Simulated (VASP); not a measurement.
Here is a VASP 6.6.1 calculation.

Contents of INCAR:

```
PREC     = Accurate       # precision mode
ENCUT    = 520            # plane-wave cutoff, eV
EDIFF    = 1E-6           # SCF threshold, eV
ISMEAR   = -1             # smearing method
SIGMA    = 0.05           # smearing width, eV
LREAL    = F              # projectors in reciprocal space
LASPH    = T              # aspherical terms in the spheres
NELM     = 60             # most SCF steps
ALGO     = Normal         # electronic algorithm
ISIF     = 2              # what is computed and relaxed
LWAVE    = F              # write WAVECAR
LCHARG   = T              # write CHGCAR
LELF     = T              # ELF
LVHAR    = T            
NBANDS   = 20             # bands
```

The input KPOINTS:

```
Automatic mesh
0
Gamma
  10 10 6
```

Contents of POSCAR:

```
Ta2N
1.0
    3.1128615060      0.0000000000      0.0000000000
   -1.5564307530      2.6958171426      0.0000000000
    0.0000000000      0.0000000000      4.8698410000
Ta N
2 1
Direct
    0.3333333333      0.6666666667      0.2547110000
    0.6666666667      0.3333333333      0.7452890000
    0.0000000000      0.0000000000      0.0000000000
```

Potentials or basis: VASP PAW LDA potentials, release 64 (Ta_pv, N).

The run is started by

```sh
$ cat potpaw_LDA.64/Ta_pv/POTCAR potpaw_LDA.64/N/POTCAR > POTCAR
$ mpirun -np 1 vasp_std > vasp.out
```

(1) What does it give for the pressure?

(2) What does it give for the largest force?

## Answers

(1) -13.2 GPa.

(2) 0.405 eV/Å.
